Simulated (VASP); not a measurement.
A run of VASP 6.6.1 is set up as follows.

INCAR

```
PREC     = Accurate       # precision mode
ENCUT    = 520            # plane-wave cutoff, eV
EDIFF    = 1E-7           # SCF threshold, eV
ISMEAR   = 0              # smearing method
SIGMA    = 0.1            # smearing width, eV
LREAL    = False          # projectors in reciprocal space
LASPH    = True           # aspherical terms in the spheres
NELM     = 80             # most SCF steps
ALGO     = Normal         # electronic algorithm
ISIF     = 2              # what is computed and relaxed
LWAVE    = False          # write WAVECAR
LCHARG   = False          # write CHGCAR
NBANDS   = 35             # bands
```

Contents of KPOINTS:

```
regular mesh
0
Gamma
  4 4 6
```

Contents of POSCAR:

```
SnO2
1.0
    4.7880040000      0.0000000000      0.0000000000
    0.0000000000      4.8665820000      0.0000000000
    0.0000000000      0.0000000000      3.2408980000
Sn O
2 4
Direct
    0.5000000000      0.5000000000      0.5000000000
    0.0000000000      0.0000000000      0.0000000000
    0.2918550000      0.3210420000      0.0000000000
    0.7918550000      0.1789580000      0.5000000000
    0.2081450000      0.8210420000      0.5000000000
    0.7081450000      0.6789580000      0.0000000000
```

Potentials or basis: VASP PAW LDA potentials, release 64 (Sn_d, O).

The run is started by

```console
$ cat potpaw_LDA.64/Sn_d/POTCAR potpaw_LDA.64/O/POTCAR > POTCAR
$ mpirun -np 1 vasp_std > vasp.out
```

(1) What does it give for the pressure?

(2) Predict the band gap on the k mesh.

(3) Estimate the largest force.

## Answers

(1) -10.4 GPa.

(2) 0.70 eV, direct.

(3) 0.151 eV/Å.

Caveat: spin-orbit coupling is left out, which moves the levels of the heavy elements.
